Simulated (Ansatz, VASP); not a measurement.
CoW3 in VASP and in Ansatz

```
W Co
1.0
     0.00000    3.10639    3.10639
     3.10639    0.00000    3.10639
     3.10639    3.10639    0.00000
W Co
3 1
Direct
  0.25000 0.25000 0.25000
  0.75000 0.75000 0.75000
  0.50000 0.50000 0.50000
  0.00000 0.00000 0.00000
```

Alike in both runs: task single point; functional PBE; k mesh 12 × 12 × 12; occupations gaussian, width 0.1 eV; collinear spin.

|  | VASP | Ansatz |
| --- | --- | --- |
| version | VASP 6.6.1 | Ansatz 0.2.0 |
| potentials or method | VASP PAW PBE potentials, release 64 (W_sv, Co), cutoff 520 eV | scalar-relativistic, plane waves, PAW |
| valence electrons in the cell | 51 | 59 |

```csv
,VASP,Ansatz,Ansatz less VASP
gap on the k mesh at the Fermi level (eV),none,none,-
pressure (GPa),0.4,0.0,-0.41
net moment per atom (μB),0.39,0.40,+0.013
size of the moment on the site where the two differ most (μB),1.23,1.29,+0.054
```

Site moments also hang on the region over which each program counts them. A gap of «none» marks a metal or a gap that the smearing closes. VASP's potentials hold 51 valence electrons a cell and Ansatz's 59, so a difference there can come from the potentials and not from the codes.

Neither program's run includes spin-orbit coupling.
